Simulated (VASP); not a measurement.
# AgI (P6_3mc) in VASP: single point with HSE06

Aim: the single point of AgI with HSE06.

All numbers are computed with VASP 6.6.1; they aren't measurements. Logs are shortened: lines on timing, memory, paths and dates and some standing lists are left out, and cuts for length are marked.

## 1. The cell of the first run

It takes space group P6_3mc (No. 186, hexagonal). Conventional cell: a = 4.651 Å, b = 4.651 Å, c = 7.600 Å, α = 90.00°, β = 90.00°, γ = 120.00°. Ag (site symmetry 3m) has 4 I at 2.85 Å within 3.8 Å. Within 3.8 Å of I (site symmetry 3m) lie 4 Ag at 2.85 Å.

## 2. Single point, HSE06

The input, POSCAR:

```
AgI
1.0
    4.6507453634      0.0000000000      0.0000000000
   -2.3253726817      4.0276636312      0.0000000000
    0.0000000000      0.0000000000      7.5997061756
Ag I
2 2
Direct
    0.6666666667      0.3333333333      0.6275234352
    0.3333333333      0.6666666667      0.1275234352
    0.6666666667      0.3333333333      0.0024765648
    0.3333333333      0.6666666667      0.5024765648
```

The input, INCAR.step1:

```
SYSTEM = AgI
  ALGO = Normal
  EDIFF = 1E-5
  ENCUT = 400
  GGA = PE
  GGA_COMPAT = .FALSE.
  ISIF = 2
  ISMEAR = 0
  KPAR = 4
  LASPH = .TRUE.
  LCHARG = .FALSE.
  LREAL = .FALSE.
  LWAVE = .TRUE.
  NBANDS = 26
  NELM = 120
  PREC = Accurate
  SIGMA = 0.01
```

The input, INCAR.step2:

```
SYSTEM = AgI
  ALGO = Normal
  EDIFF = 1E-6
  ENCUT = 400
  GGA = PE
  GGA_COMPAT = .FALSE.
  HFSCREEN = 0.2079
  ISIF = 2
  ISMEAR = 0
  ISTART = 1
  KPAR = 4
  LASPH = .TRUE.
  LCHARG = .FALSE.
  LHFCALC = .TRUE.
  LREAL = .FALSE.
  LWAVE = .FALSE.
  NBANDS = 26
  NELM = 120
  PREC = Accurate
  PRECFOCK = Normal
  SIGMA = 0.01
```

The input, KPOINTS:

```
k-points
0
G
  6 6 2
  0 0 0
```

Potentials or basis: VASP PAW PBE potentials, release 64 (Ag, I).

Started as:

```console
cat potpaw_PBE.64/Ag/POTCAR potpaw_PBE.64/I/POTCAR > POTCAR
cp INCAR.step1 INCAR
mpirun -np 4 vasp_std > vasp.out
cp INCAR.step2 INCAR
mpirun -np 4 vasp_std > vasp.out
```

OUTCAR:

```text
SYSTEM = AgI
   EDIFF = 1E-6
   ENCUT = 400
   GGA = PE
   HFSCREEN = 0.2079
   ISIF = 2
   ISMEAR = 0
   ISTART = 1
   LASPH = .TRUE.
   LHFCALC = .TRUE.
   LREAL = .FALSE.
   NELM = 120
   PREC = Accurate
   PRECFOCK = Normal

 ion  position               nearest neighbor table
   1  0.667  0.333  0.628-   4 2.85   4 2.85   4 2.85   3 2.85
   2  0.333  0.667  0.128-   3 2.85   3 2.85   3 2.85   4 2.85
   3  0.667  0.333  0.002-   2 2.85   2 2.85   2 2.85   1 2.85
   4  0.333  0.667  0.502-   1 2.85   1 2.85   1 2.85   2 2.85

  LATTYP: Found a hexagonal cell.
 ALAT       =     4.6507453634
 C/A-ratio  =     1.6340834816

  Lattice vectors:

 A1 = (   4.6507453634,   0.0000000000,   0.0000000000)
 A2 = (  -2.3253726817,   4.0276636312,   0.0000000000)
 A3 = (   0.0000000000,   0.0000000000,   7.5997061756)

Analysis of symmetry for initial positions (statically):
=====================================================================
 Subroutine PRICEL returns:
 Original cell was already a primitive cell.

 Routine SETGRP: Setting up the symmetry group for a
 hexagonal supercell.

 Subroutine GETGRP returns: Found 12 space group operations
 (whereof  6 operations were pure point group operations)
 out of a pool of 24 trial point group operations.

The static configuration has the point symmetry C_3v.
 The point group associated with its full space group is C_6v.

Analysis of symmetry for dynamics (positions and initial velocities):
=====================================================================
 Subroutine PRICEL returns:
 Original cell was already a primitive cell.

 Routine SETGRP: Setting up the symmetry group for a
 hexagonal supercell.

 Subroutine GETGRP returns: Found 12 space group operations
 (whereof  6 operations were pure point group operations)
 out of a pool of 24 trial point group operations.

The dynamic configuration has the point symmetry C_3v.
 The point group associated with its full space group is C_6v.

 Subroutine INISYM returns: Found 12 space group operations
 (whereof  6 operations are pure point group operations),
 and found     1 'primitive' translations

----------------------------------------------------------------------------------------

[... 89 lines left out ...]
   IBRION =     -1    ionic relax: 0-MD 1-quasi-New 2-CG
   NFREE  =      0    steps in history (QN), initial steepest desc. (CG)
   ISIF   =      2    stress and relaxation
   ISYM   =      3    0-nonsym 1-usesym 2-fastsym
   POTIM  = 0.5000    time-step for ionic-motion
   TEBEG  =    0.0;   TEEND  =   0.0 temperature during run
   PSTRESS=    0.0 pullay stress
   NELECT =      36.0000    total number of electrons
   NUPDOWN=      -1.0000    fix difference up-down
   EMIN   =  10.00;   EMAX   =-10.00  energy-range for DOS
   EFERMI =   0.00;   METHOD = LEGACY
   ISMEAR =     0;   SIGMA  =   0.01  broadening in eV -4-tet -1-fermi 0-gaus
   EFERMI_NEDOS =   21; number of points for ismear=-14 and -15
   IALGO  =     38    algorithm
   IMIX   =      1    mixing-type and parameters
     AMIX     =   0.40;   BMIX     =  1.00
     AMIX_MAG =   1.60;   BMIX_MAG =  1.00
  volume/ion in A,a.u.               =      35.59       240.16
  Fermi-wavevector in a.u.,A,eV,Ry     =   1.035265  1.956367 14.582362  1.071773
  Thomas-Fermi vector in A             =   2.169600
   LORBIT       =      0    0 simple, 1 ext, 2 COOP (PROOUT), +10 PAW based schemes
   GGA     = PE    functional components
   LHFCALC =     T    Hartree Fock is set to
   PRECFOCK=normal    Normal, Fast or Accurate (Low or Medium for compatibility)
   ENCUT4O =  -1.0   cutoff for four orbital integrals eV
   NKREDX  =     1    reduce k-point grid by
   NKREDY  =     1    reduce k-point grid by
   NKREDZ  =     1    reduce k-point grid by
   AEXX    =    0.2500 exact exchange contribution
   HFSCREEN=    0.2079 screening length (either q_TF or 0.3 A-1)
   HFSCREENC=   0.2079 screening length for correlation (either q_TF or 0.3 A-1)
   ENCUTFOCK=  -1.0 apply spherical cutoff to Coloumb kernel
   IVDW    =     0    specifies the selected vdW correction
   LEPSILON=     F    determine dielectric tensor
   LRPA    =     F    only Hartree local field effects (RPA)
 non-spin polarized calculation
 Gauss-broadening in eV      SIGMA  =   0.01
  energy-cutoff  :      400.00
  volume of cell :      142.35
 maximum number of plane-waves:      2610
  NGX = 24; NGY = 24; NGZ = 40

 number of electron      35.9999985 magnetization

 Free energy of the ion-electron system (eV)
  ---------------------------------------------------
  ext. energy  EPLUGINS =         0.00000000
  ---------------------------------------------------
  free energy    TOTEN  =       -11.46834710 eV

  energy without entropy =      -11.46834710  energy(sigma->0) =      -11.46834710

 E-fermi :   2.0362     XC(G=0):  -6.8765

 val. band max:        1.9604768960   @ k =   0.0000   0.0000   0.0000
 cond. band min:       4.4668539414   @ k =   0.0000   0.0000   0.0000
 fundamental gap:      2.5063770454
 Fermi energy:         2.0362464832

 k-point     1 :       0.0000    0.0000    0.0000
  band No.  band energies     occupation
      1     -11.5206      2.00000
      2     -11.2252      2.00000
      3      -2.6045      2.00000
      4      -2.6017      2.00000
      5      -2.6017      2.00000
      6      -2.4540      2.00000
[... 395 lines left out ...]
     25      11.2867      0.00000
     26      11.2867      0.00000

------------------------ aborting loop because EDIFF is reached ----------------------------------------

  FORCE on cell =-STRESS in cart. coord.  units (eV):
  Direction    XX          YY          ZZ          XY          YZ          ZX
  --------------------------------------------------------------------------------------
  -------------------------------------------------------------------------------------
  Total        0.2576731      0.2576731      0.2556883      0.0000000      0.0000000      0.0000000
  in kB        2.9000608      2.9000608      2.8777222      0.0000000      0.0000000      0.0000000
  external PRESSURE =       2.8926146 kB  Pullay stress =       0.0000000 kB

 VOLUME and BASIS-vectors are now :
 -----------------------------------------------------------------------------
  energy-cutoff  :      400.00
  volume of cell :      142.35
      direct lattice vectors                 reciprocal lattice vectors
     4.650745363  0.000000000  0.000000000     0.215019297  0.124141449  0.000000000
    -2.325372682  4.027663631  0.000000000     0.000000000  0.248282898  0.000000000
     0.000000000  0.000000000  7.599706176     0.000000000  0.000000000  0.131584035

 POSITION                                       TOTAL-FORCE (eV/Angst)
 -----------------------------------------------------------------------------------
      2.32537      1.34255      4.76899        -0.000000     -0.000000     -0.001302
     -0.00000      2.68511      0.96914         0.000000     -0.000000     -0.001302
      2.32537      1.34255      0.01882         0.000000     -0.000000      0.001302
     -0.00000      2.68511      3.81867         0.000000      0.000000      0.001302
 -----------------------------------------------------------------------------------
    total drift:                               -0.000000      0.000001     -0.000208

  FREE ENERGIE OF THE ION-ELECTRON SYSTEM (eV)
  ---------------------------------------------------
  free  energy   TOTEN  =       -11.4683470987 eV

  energy  without entropy=      -11.4683470987  energy(sigma->0) =      -11.46834710
```

OUTCAR.step1:

```text
SYSTEM = AgI
   EDIFF = 1E-5
   ENCUT = 400
   GGA = PE
   ISIF = 2
   ISMEAR = 0
[... 624 lines left out ...]
      2.32537      1.34255      4.76899        -0.000000      0.000000     -0.002168
     -0.00000      2.68511      0.96914         0.000000     -0.000000     -0.002168
      2.32537      1.34255      0.01882        -0.000000      0.000000      0.002168
     -0.00000      2.68511      3.81867         0.000000     -0.000000      0.002168
 -----------------------------------------------------------------------------------
    total drift:                               -0.000000     -0.000000     -0.000381

  FREE ENERGIE OF THE ION-ELECTRON SYSTEM (eV)
  ---------------------------------------------------
  free  energy   TOTEN  =        -9.5734511230 eV

  energy  without entropy=       -9.5734511230  energy(sigma->0) =       -9.57345112
```

Wall time 17 min (4 MPI ranks of AMD EPYC 7R13 (Zen 3), shared host); peak memory 0.33 GiB.

Results:

- Free energy: -11.4683 eV
- Pressure: 0.3 GPa
- Band gap on the k mesh: 2.51 eV

Caveat: the PAW data sets were made with another functional, which shifts forces and pressure a little; spin-orbit coupling is left out, which moves the levels of the heavy elements.
